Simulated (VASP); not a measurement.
# Re (R-3m) in VASP: a series of runs

Re is run at these levels: PBE; tasks: single point, relaxation of cell and atoms.

All numbers are computed with VASP 6.6.1; they aren't measurements. Logs are shortened: lines on timing, memory, paths and dates and some standing lists are left out, and cuts for length are marked.

**1. The cell of the first run**

It takes space group R-3m (No. 166, trigonal). The conventional cell has a = 2.865 Å, b = 2.865 Å, c = 12.488 Å, α = 90.00°, β = 90.00°, γ = 120.00°. Within 3.2 Å of Re (site symmetry 3m) lie 12 Re at 2.41 to 2.93 Å.

**2. Single point, PBE**

The input, INCAR:

```
PREC = Accurate
ENCUT = 520
EDIFF = 1E-6
ISMEAR = 0
SIGMA = 0.1
LREAL = False
LASPH = True
NELM = 100
ALGO = Normal
ISIF = 2
LWAVE = False
LCHARG = False
GGA = PE
NBANDS = 14
```

The input, KPOINTS:

```
Automatic mesh
0
Gamma
  6 6 6
```

The input, POSCAR:

```
Re
1.0
    1.4326931800      0.8271657900      4.1627122900
   -1.4326931800      0.8271657900      4.1627122900
    0.0000000000     -1.6543315900      4.1627122900
Re
2
Direct
    0.2366874000      0.2366874000      0.2366874000
    0.7633126000      0.7633126000      0.7633126000
```

Potentials or basis: VASP PAW PBE potentials, release 64 (Re).

Started as:

```
> cat potpaw_PBE.64/Re/POTCAR > POTCAR
> mpirun -np 1 vasp_std > vasp.out
```

OUTCAR:

```text
PREC = Accurate
   ENCUT = 520
   EDIFF = 1E-6
   ISMEAR = 0
   LREAL = False
   LASPH = True
   NELM = 100
   ISIF = 2
   GGA = PE

 ion  position               nearest neighbor table
   1  0.237  0.237  0.237-   2 2.41   2 2.41   2 2.41   2 2.93   2 2.93   2 2.93
   2  0.763  0.763  0.763-   1 2.41   1 2.41   1 2.41   1 2.93   1 2.93   1 2.93

  LATTYP: Found a trigonal (rhomboedric) cell.
 ALAT       =     4.4793957853
 COS(alpha) =     0.7954038257

  Lattice vectors:

 A1 = (   1.4326931800,   0.8271657900,   4.1627122900)
 A2 = (  -1.4326931800,   0.8271657900,   4.1627122900)
 A3 = (   0.0000000000,  -1.6543315900,   4.1627122900)

Analysis of symmetry for initial positions (statically):
=====================================================================
 Subroutine PRICEL returns:
 Original cell was already a primitive cell.

 Routine SETGRP: Setting up the symmetry group for a
 trigonal (rhombohedral) supercell.

 Subroutine GETGRP returns: Found 12 space group operations
 (whereof 12 operations were pure point group operations)
 out of a pool of 12 trial point group operations.

The static configuration has the point symmetry D_3d.

Analysis of symmetry for dynamics (positions and initial velocities):
=====================================================================
 Subroutine PRICEL returns:
 Original cell was already a primitive cell.

 Routine SETGRP: Setting up the symmetry group for a
 trigonal (rhombohedral) supercell.

 Subroutine GETGRP returns: Found 12 space group operations
 (whereof 12 operations were pure point group operations)
 out of a pool of 12 trial point group operations.

The dynamic configuration has the point symmetry D_3d.

 Subroutine INISYM returns: Found 12 space group operations
 (whereof 12 operations are pure point group operations),
 and found     1 'primitive' translations

----------------------------------------------------------------------------------------

                                     Primitive cell

  volume of cell :      29.5988

  direct lattice vectors                    reciprocal lattice vectors
     1.432693180  0.827165790  4.162712290     0.348993076  0.201491246  0.080075996
    -1.432693180  0.827165790  4.162712290    -0.348993076  0.201491246  0.080075996
     0.000000000 -1.654331590  4.162712290     0.000000000 -0.402982493  0.080075996

  length of vectors
     4.479395785  4.479395785  4.479395787     0.410861357  0.410861357  0.410861357

  position of ions in fractional coordinates (direct lattice)
     0.236687400  0.236687400  0.236687400
     0.763312600  0.763312600  0.763312600

  ion indices of the primitive-cell ions
   primitive index   ion index
                 1           1
                 2           2

----------------------------------------------------------------------------------------

 KPOINTS: Automatic mesh

Automatic generation of k-mesh.
 Grid dimensions read from file:
 generate k-points for:    6    6    6

 Generating k-lattice:

  Cartesian coordinates                     Fractional coordinates (reciprocal lattice)
     0.058165513  0.033581874  0.013345999     0.166666667 -0.000000000  0.000000000
    -0.058165513  0.033581874  0.013345999    -0.000000000  0.166666667  0.000000000
     0.000000000 -0.067163749  0.013345999     0.000000000  0.000000000  0.166666667

  Length of vectors
     0.068476893  0.068476893  0.068476893

  Shift w.r.t. Gamma in fractional coordinates (k-lattice)
     0.000000000  0.000000000  0.000000000

 Subroutine IBZKPT returns following result:
 ===========================================

 Found     32 irreducible k-points:

 Following reciprocal coordinates:
            Coordinates               Weight
  0.000000  0.000000  0.000000      1.000000
  0.166667 -0.000000  0.000000      6.000000
  0.333333 -0.000000  0.000000      6.000000
  0.500000  0.000000  0.000000      3.000000
  0.166667  0.166667  0.000000      6.000000
  0.333333  0.166667  0.000000     12.000000
[... 16 lines left out ...]
  0.500000  0.500000  0.166667      6.000000
 -0.333333  0.500000  0.166667     12.000000
 [... further k-points ...]
   k-points           NKPTS =     32   k-points in BZ     NKDIM =     32   number of bands    NBANDS=     14
   number of dos      NEDOS =    301   number of ions     NIONS =      2
   total plane-waves  NPLWV =  46656
   dimension x,y,z NGX =    36 NGY =   36 NGZ =   36
   dimension x,y,z NGXF=    72 NGYF=   72 NGZF=   72
   ions per type =               2
   NGX,Y,Z   is equivalent  to a cutoff of  13.36, 13.36, 13.36 a.u.
   NGXF,Y,Z  is equivalent  to a cutoff of  26.72, 26.72, 26.72 a.u.
 SYSTEM =  unknown system
   PREC   = accura    normal or accurate (medium, high low for compatibility)
   ISTART =      0    job   : 0-new  1-cont  2-samecut
   ICHARG =      2    charge: 1-file 2-atom 10-const
   ISPIN  =      1    spin polarized calculation?
   LNONCOLLINEAR =      F non collinear calculations
   LSORBIT =      F    spin-orbit coupling
   LASPH  =      T    aspherical Exc in radial PAW
   ENCUT  =  520.0 eV  38.22 Ry    6.18 a.u.   8.33  8.33  8.33*2*pi/ulx,y,z
   NELM   =    100;   NELMIN=  2; NELMDL= -5     # of ELM steps
   EDIFF  = 0.1E-05   stopping-criterion for ELM
   LREAL  =      F    real-space projection
   EDIFFG = 0.1E-04   stopping-criterion for IOM
   NSW    =      0    number of steps for IOM
   IBRION =     -1    ionic relax: 0-MD 1-quasi-New 2-CG
   NFREE  =      0    steps in history (QN), initial steepest desc. (CG)
   ISIF   =      2    stress and relaxation
   ISYM   =      2    0-nonsym 1-usesym 2-fastsym
   POTIM  = 0.5000    time-step for ionic-motion
   TEBEG  =    0.0;   TEEND  =   0.0 temperature during run
   PSTRESS=    0.0 pullay stress
   NELECT =      14.0000    total number of electrons
   NUPDOWN=      -1.0000    fix difference up-down
   EMIN   =  10.00;   EMAX   =-10.00  energy-range for DOS
   EFERMI =   0.00;   METHOD = LEGACY
   ISMEAR =     0;   SIGMA  =   0.10  broadening in eV -4-tet -1-fermi 0-gaus
   EFERMI_NEDOS =   21; number of points for ismear=-14 and -15
   IALGO  =     38    algorithm
   IMIX   =      4    mixing-type and parameters
     AMIX     =   0.40;   BMIX     =  1.00
     AMIX_MAG =   1.60;   BMIX_MAG =  1.00
  volume/ion in A,a.u.               =      14.80        99.87
  Fermi-wavevector in a.u.,A,eV,Ry     =   1.275537  2.410415 22.136604  1.626994
  Thomas-Fermi vector in A             =   2.408244
   LORBIT       =      0    0 simple, 1 ext, 2 COOP (PROOUT), +10 PAW based schemes
   GGA     = PE    functional components
   LHFCALC =     F    Hartree Fock is set to
   AEXX    =    0.0000 exact exchange contribution
   IVDW    =     0    specifies the selected vdW correction
   LEPSILON=     F    determine dielectric tensor
   LRPA    =     F    only Hartree local field effects (RPA)
 non-spin polarized calculation
 Gauss-broadening in eV      SIGMA  =   0.10
  energy-cutoff  :      520.00
  volume of cell :       29.60
 maximum number of plane-waves:       816
 NGX is ok and might be reduce to    36
   NGX = 17   NGY = 17   NGZ = 17

 number of electron      14.0000000 magnetization

 Free energy of the ion-electron system (eV)
  ---------------------------------------------------
  ext. energy  EPLUGINS =         0.00000000
  ---------------------------------------------------
  free energy    TOTEN  =       -23.51084571 eV

  energy without entropy =      -23.49928329  energy(sigma->0) =      -23.50506450

 E-fermi :   8.1619     XC(G=0): -13.6118

 val. band max:        8.1533826835   @ k =  -0.1667   0.1667   0.1667
 cond. band min:       8.1667887385   @ k =   0.3333   0.3333   0.0000
 fundamental gap:      0.0134060550
 Fermi energy:         8.1619094821

 k-point     1 :       0.0000    0.0000    0.0000
  band No.  band energies     occupation
      1      -1.9085      2.00000
      2       1.0362      2.00000
      3       4.7200      2.00000
      4       4.7200      2.00000
      5       4.9537      2.00000
      6       4.9537      2.00000
      7       7.3081      2.00000
      8       9.9458      0.00000
      9       9.9458      0.00000
     10      11.2151      0.00000
     11      13.0063      0.00000
     12      13.0063      0.00000
     13      17.6647      0.00000
     14      20.4187      0.00000

 k-point     2 :       0.1667   -0.0000    0.0000
  band No.  band energies     occupation
      1      -0.8479      2.00000
      2       1.8804      2.00000
      3       4.0231      2.00000
      4       4.3905      2.00000
      5       5.1201      2.00000
      6       5.7820      2.00000
      7       7.5709      2.00000
      8       9.0846      0.00000
      9       9.2541      0.00000
     10      10.1619      0.00000
     11      12.4511      0.00000
     12      15.6268      0.00000
     13      18.2294      0.00000
     14      22.2355      0.00000

 k-point     3 :       0.3333   -0.0000    0.0000
  band No.  band energies     occupation
      1       1.4442      2.00000
      2       2.5110      2.00000
      3       3.8243      2.00000
      4       4.4893      2.00000
      5       5.8357      2.00000
      6       6.1163      2.00000
      7       7.5797      2.00000
      8       7.8460      1.99999
      9      10.3740      0.00000
     10      10.9868      0.00000
     11      11.3770      0.00000
     12      15.7861      0.00000
     13      19.4829      0.00000
     14      21.2643      0.00000

 k-point     4 :       0.5000    0.0000    0.0000
  band No.  band energies     occupation
      1       1.8186      2.00000
      2       2.9560      2.00000
      3       4.0465      2.00000
      4       4.8391      2.00000
      5       5.7262      2.00000
      6       6.1386      2.00000
      7       7.4186      2.00000
      8       9.3381      0.00000
      9      10.7029      0.00000
     10      11.7119      0.00000
     11      13.7465      0.00000
     12      14.0646      0.00000
     13      15.7460      0.00000
     14      19.8826      0.00000

 k-point     5 :       0.1667    0.1667    0.0000
  band No.  band energies     occupation
      1      -0.7802      2.00000
      2       1.8025      2.00000
      3       3.9170      2.00000
      4       4.7305      2.00000
      5       4.9410      2.00000
      6       5.9451      2.00000
      7       7.4451      2.00000
      8       8.6092      0.00000
      9       9.6921      0.00000
     10       9.7535      0.00000
     11      13.1890      0.00000
[... 276 lines left out ...]
 k-point    22 :      -0.1667    0.3333    0.1667
  band No.  band energies     occupation
      1       2.0430      2.00000
      2       2.2128      2.00000
      3       3.3845      2.00000
      4       4.7270      2.00000
      5       5.7628      2.00000
      6       6.6224      2.00000
      7       8.0840      1.72969
      8       9.1729      0.00000
      9      10.5966      0.00000
     10      12.2225      0.00000
     11      12.5354      0.00000
     12      17.0313      0.00000
     13      18.1909      0.00000
     14      18.5332      0.00000

 k-point    23 :       0.5000    0.5000    0.1667
  band No.  band energies     occupation
      1       1.4043      2.00000
      2       1.4689      2.00000
      3       2.8856      2.00000
      4       5.0688      2.00000
      5       5.6676      2.00000
      6       7.2822      2.00000
      7       7.9386      1.99842
      8       8.7065      0.00000
      9      10.2003      0.00000
     10      11.3628      0.00000
     11      12.8820      0.00000
     12      12.9767      0.00000
     13      19.5972      0.00000
     14      22.2357      0.00000

 k-point    24 :      -0.3333    0.5000    0.1667
  band No.  band energies     occupation
      1       1.8911      2.00000
      2       2.1538      2.00000
      3       2.7256      2.00000
      4       4.4084      2.00000
      5       5.6630      2.00000
      6       7.8354      2.00000
      7       8.2027      0.56416
      8      10.0187      0.00000
      9      11.3521      0.00000
     10      11.6123      0.00000
     11      13.1469      0.00000
     12      14.6927      0.00000
     13      17.3950      0.00000
     14      18.0092      0.00000

 [... further k-points ...]

------------------------ aborting loop because EDIFF is reached ----------------------------------------

  FORCE on cell =-STRESS in cart. coord.  units (eV):
  Direction    XX          YY          ZZ          XY          YZ          ZX
  --------------------------------------------------------------------------------------
  -------------------------------------------------------------------------------------
  Total        4.0971337      4.0971337     10.3769047     -0.0000000     -0.0000000      0.0000000
  in kB      221.7774130    221.7774131    561.7007523     -0.0000000     -0.0000004      0.0000000
  external PRESSURE =     335.0851928 kB  Pullay stress =       0.0000000 kB

 VOLUME and BASIS-vectors are now :
 -----------------------------------------------------------------------------
  energy-cutoff  :      520.00
  volume of cell :       29.60
      direct lattice vectors                 reciprocal lattice vectors
     1.432693180  0.827165790  4.162712290     0.348993076  0.201491246  0.080075996
    -1.432693180  0.827165790  4.162712290    -0.348993076  0.201491246  0.080075996
     0.000000000 -1.654331590  4.162712290     0.000000000 -0.402982493  0.080075996

 POSITION                                       TOTAL-FORCE (eV/Angst)
 -----------------------------------------------------------------------------------
      0.00000     -0.00000      2.95578         0.000000     -0.000000      5.026711
      0.00000     -0.00000      9.53235         0.000000      0.000000     -5.026711
 -----------------------------------------------------------------------------------
    total drift:                                0.000000      0.000000      0.000000

  FREE ENERGIE OF THE ION-ELECTRON SYSTEM (eV)
  ---------------------------------------------------
  free  energy   TOTEN  =       -23.5108457092 eV

  energy  without entropy=      -23.4992832859  energy(sigma->0) =      -23.50506450
```

It took 28 s on 1 thread of Intel Xeon Platinum 8259CL at 2.50GHz (Skylake/Cascade Lake), shared host; peak memory 0.21 GiB.

Results:

* Free energy: -23.5108 eV
* Pressure: 33.5 GPa
* Largest force: 5.027 eV/Å
* Band gap on the k mesh: zero (bands 7 and 8 overlap by 3.45 eV)

Forces in eV/Å, atoms in the order of the input:
```
Re   0.000  0.000  5.027
Re   0.000  0.000 -5.027
```

Stress tensor (GPa, compression positive):
```
22.18  0.00  0.00
 0.00 22.18  0.00
 0.00  0.00 56.17
```

Levels at points of the mesh, in eV from the Fermi level:
```
           k point  band 4  band 5  band 6  band 7  band 8  band 9  band 10  band 11
(0.00, 0.00, 0.00)   -3.44   -3.21   -3.21   -0.85    1.78    1.78     3.05     4.84
(0.50, 0.00, 0.00)   -3.32   -2.44   -2.02   -0.74    1.18    2.54     3.55     5.58
(0.50, 0.50, 0.00)   -3.44   -0.42   -0.20    2.28    2.44    3.08     3.78     4.22
(0.50, 0.50, 0.50)   -2.64   -2.64   -2.50   -2.50    0.35    0.86     0.86     2.37
```

Caveat: the k points lie up to 0.43 Å⁻¹ apart, too coarse for converged energies and pressures of a metal; spin-orbit coupling is left out, which moves the levels of the heavy elements; forces of over 1 eV/Å act on the atoms, so gaps and moduli don't describe the material at rest.

**3. Relaxation of cell and atoms, PBE**

The input, INCAR:

```
SYSTEM = Re
ALGO = Normal
EDIFF = 1E-7
EDIFFG = -0.04
ENCUT = 600
GGA = PE
IBRION = 2
ISIF = 3
ISMEAR = 0
LASPH = .True.
LCHARG = .False.
LREAL = .False.
LWAVE = .False.
NELM = 60
NSW = 90
PREC = Accurate
SIGMA = 0.1
```

The input, KPOINTS:

```
k-points
0
Gamma
  6 6 6
  0 0 0
```

POSCAR is that of step 2.

Potentials or basis: VASP PAW PBE potentials, release 64 (Re).

Started as:

```
> cat potpaw_PBE.64/Re/POTCAR > POTCAR
> mpirun -np 1 vasp_std > vasp.out
```

Wall time 4.6 min (1 thread of Intel Xeon Platinum 8259CL at 2.50GHz (Skylake/Cascade Lake), shared host); peak memory 0.22 GiB.

It converged, with:

* Free energy: -24.7736 eV
* Relaxed volume: 14.99 Å³/atom
* Relaxed cell: a = 4.808 Å, b = 4.808 Å, c = 4.808 Å, α = 33.40°, β = 33.40°, γ = 33.40°
* Space group after relaxing (to 0.1 Å): Fm-3m (No. 225)
* Pressure after relaxing: 0.0 GPa
* Band gap on the k mesh: zero (bands 7 and 8 overlap by 4.15 eV)

Stress tensor (GPa, compression positive):
```
-0.08  0.00  0.00
 0.00 -0.08  0.00
 0.00  0.00  0.09
```

Final structure:
```yaml
crystal:
  lattice:
    - [1.38141, 0.79756, 4.53531]
    - [-1.38141, 0.79756, 4.53531]
    - [0.00000, -1.59511, 4.53531]
  atoms:
    - { symbol: Re, position: [0.25000, 0.25000, 0.25000] }
    - { symbol: Re, position: [0.75000, 0.75000, 0.75000] }
```

Levels at points of the mesh, in eV from the Fermi level:
```
           k point  band 5  band 6  band 7  band 8  band 9  band 10
(0.00, 0.00, 0.00)   -1.71   -1.61   -1.61    0.34    1.45     1.45
(0.50, 0.00, 0.00)   -1.75   -1.75    0.44    0.44    4.19     4.19
(0.50, 0.50, 0.00)   -1.81    0.43    2.96    3.88    3.90     3.99
(0.50, 0.50, 0.50)   -1.17   -1.17   -1.17   -1.17    1.62     1.62
```

Caveat: the k points lie up to 0.44 Å⁻¹ apart in the final cell, too coarse for converged energies and pressures of a metal; spin-orbit coupling is left out, which moves the levels of the heavy elements.
